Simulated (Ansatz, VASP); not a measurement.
# Sr in VASP and in Ansatz

```
Sr
1.0
     4.36135    0.00000    0.00000
    -2.18067    3.77704    0.00000
     0.00000    0.00000   14.24541
Sr
4
Direct
  0.00000 0.00000 0.00000
  0.00000 0.00000 0.50000
  0.33333 0.66667 0.25000
  0.66667 0.33333 0.75000
```

Alike in both runs: task single point; functional BLYP; k mesh 10 × 10 × 3; occupations fermi-dirac, width 0.1 eV; no spin polarisation.

```csv
,VASP,Ansatz
version,VASP 6.6.1,Ansatz 0.2.0
potentials or method,"VASP PAW PBE potentials, release 64 (Sr_sv), cutoff 520 eV","plane waves (420 eV) with PAW, scalar-relativistic"
valence electrons in the cell,40,40
```

```tsv
	VASP	Ansatz	Ansatz less VASP
pressure (GPa)	-0.4	-0.4	0.00
```

VASP's potentials were made for PBE, not for BLYP. The functional is the same, so the differences come from potentials, cutoffs and numerics.
